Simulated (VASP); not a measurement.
Input of a VASP 6.6.1 run:

File INCAR:

```
ALGO = Normal
EDIFF = 1E-8
ENCUT = 520
GGA = PE
ISIF = 2
ISMEAR = -1
LASPH = T
LCHARG = F
LEFG = T
LREAL = F
LWAVE = F
NBANDS = 24
NELM = 100
PREC = Accurate
SIGMA = 0.01
```

File KPOINTS:

```
k-points
0
Gamma
  9 9 5
```

Contents of POSCAR:

```
TaN
1.0
    2.9877386998      0.0000000000      0.0000000000
   -1.4938693500      2.5874576140      0.0000000000
    0.0000000000      0.0000000000      4.8391553770
Ta N
2 2
Direct
    0.3333333333      0.6666666667      0.0000000000
    0.6666666667      0.3333333333      0.5000000000
    0.3333333333      0.6666666667      0.3850000000
    0.6666666667      0.3333333333      0.8850000000
```

Potentials or basis: VASP PAW PBE potentials, release 64 (Ta_pv, N).

The run is started by

```console
$ cat potpaw_PBE.64/Ta_pv/POTCAR potpaw_PBE.64/N/POTCAR > POTCAR
$ mpirun -np 1 vasp_std > vasp.out
```

**Question.** Predict the band gap on the k mesh.

**Answer.** Zero (band 16 reaches 11.08 eV, above the bottom of band 17 at 8.71 eV).

**Question.** Predict the pressure.

**Answer.** 191.1 GPa.

**Question.** Estimate the largest force.

**Answer.** 2.508 eV/Å.

Forces on the atoms (eV/Å):
```
Ta   0.000  0.000  2.508
Ta   0.000  0.000  2.508
N    0.000  0.000 -2.508
N    0.000  0.000 -2.508
```

Caveat: without QUAD_EFG the Cq values of the log hold for a quadrupole moment of 1 mb, not for the nuclei; spin-orbit coupling is left out, which moves the levels of the heavy elements; forces of over 1 eV/Å act on the atoms, so gaps and moduli don't describe the material at rest.
